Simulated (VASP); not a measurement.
Set up this calculation in VASP 6.6.1, as the native input.

```yaml
Task: single point
Functional: r2SCAN
Potentials_or_basis: VASP PAW PBE potentials, release 64 (Zr_sv)
Cutoff: 520 eV
k_mesh: 13 × 13 × 13
Occupations: fermi-dirac, width 0.1 eV
Spin: no spin polarisation
Dipole_correction: no
Further_INCAR_settings: ALGO = Normal; EDIFF = 1e-06; NBANDS = 12
```

Crystal: Zr.

```
CELL_PARAMETERS angstrom
0.00000 2.20250 2.20250
2.20250 0.00000 2.20250
2.20250 2.20250 0.00000
ATOMIC_POSITIONS crystal
Zr 0.00000 0.00000 0.00000
```

This isn't the form of Zr at room conditions, which is hcp.

These files were run (other wordings do the same):

POSCAR

```
Zr
1.0
    0.0000000000      2.2024964625      2.2024964625
    2.2024964625      0.0000000000      2.2024964625
    2.2024964625      2.2024964625      0.0000000000
Zr
1
Direct
    0.0000000000      0.0000000000      0.0000000000
```

INCAR.step1

```
SYSTEM = Zr
PREC = Accurate ; ENCUT = 520
ISMEAR = -1 ; SIGMA = 0.1
LREAL = .FALSE. ; LASPH = .TRUE.
NELM = 60 ; NBANDS = 12
GGA = PE ; ALGO = Normal
EDIFF = 1E-4 ; LWAVE = .TRUE.
LCHARG = .FALSE.
```

INCAR.step2

```
SYSTEM = Zr
PREC = Accurate ; ENCUT = 520
EDIFF = 1E-6 ; ISMEAR = -1
SIGMA = 0.1 ; LREAL = .FALSE.
LASPH = .TRUE. ; NELM = 60
ALGO = Normal ; ISIF = 2
LWAVE = .FALSE. ; LCHARG = .FALSE.
METAGGA = R2SCAN ; LMIXTAU = .TRUE.
NBANDS = 12 ; ISTART = 1
```

KPOINTS

```
Automatic mesh
0
G
  13 13 13
  0 0 0
```

Potentials or basis: VASP PAW PBE potentials, release 64 (Zr_sv).

Command:

```sh
$ cat potpaw_PBE.64/Zr_sv/POTCAR > POTCAR
$ cp INCAR.step1 INCAR
$ mpirun -np 1 vasp_std > vasp.out
$ cp INCAR.step2 INCAR
$ mpirun -np 1 vasp_std > vasp.out
```

It gave:

| Quantity | Value |
| --- | --- |
| Pressure | 9.3 GPa |
| Band gap on the k mesh | zero (bands 6 and 7 overlap by 1.81 eV) |

Caveat: the cell stands under pressure; the PAW data sets were made with another functional, which shifts forces and pressure a little.

Run time: 27 s on 1 thread of Intel(R) Xeon(R) 6975P-C (Granite Rapids), on a shared host, peak memory 0.15 GiB.
